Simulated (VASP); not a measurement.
Here is a VASP 6.6.1 calculation.

INCAR

```
PREC = Accurate ; ENCUT = 520
EDIFF = 1E-7 ; ISMEAR = -1
SIGMA = 0.02 ; LREAL = F
LASPH = T ; NELM = 80
ALGO = Normal ; ISIF = 2
LWAVE = F ; LCHARG = F
GGA = PE ; NBANDS = 61
```

The input KPOINTS:

```
regular mesh
0
Gamma
  4 4 4
```

POSCAR

```
Zr3SnO8
1.0
    3.4453244560     -3.4668968698      0.0000000000
    3.4453244560      3.4668968698      0.0000000000
    0.0000000000      0.0000000000      6.5180060047
Zr O Sn
3 8 1
Direct
    0.5000000000      0.5000000000      0.0000000000
    0.0000000000      0.0000000000      0.7493460832
    0.0000000000      0.0000000000      0.2506539168
    0.1936619749      0.1936619749      0.0000000000
    0.8063380251      0.8063380251      0.0000000000
    0.6942638504      0.3057361496      0.7481218030
    0.3057361496      0.6942638504      0.7481218030
    0.1957618900      0.1957618900      0.5000000000
    0.8042381100      0.8042381100      0.5000000000
    0.6942638504      0.3057361496      0.2518781970
    0.3057361496      0.6942638504      0.2518781970
    0.5000000000      0.5000000000      0.5000000000
```

Potentials or basis: VASP PAW PBE potentials, release 64 (Zr_sv, O, Sn_d).

The run is started by

```console
$ cat potpaw_PBE.64/Zr_sv/POTCAR potpaw_PBE.64/O/POTCAR potpaw_PBE.64/Sn_d/POTCAR > POTCAR
$ mpirun -np 1 vasp_std > vasp.out
```

(1) Predict the band gap on the k mesh.

(2) Estimate the largest force.

(3) What does it give for the pressure?

## Answers

(1) 2.59 eV.

(2) 0.024 eV/Å.

(3) 0.3 GPa.

Caveat: spin-orbit coupling is left out, which moves the levels of the heavy elements.
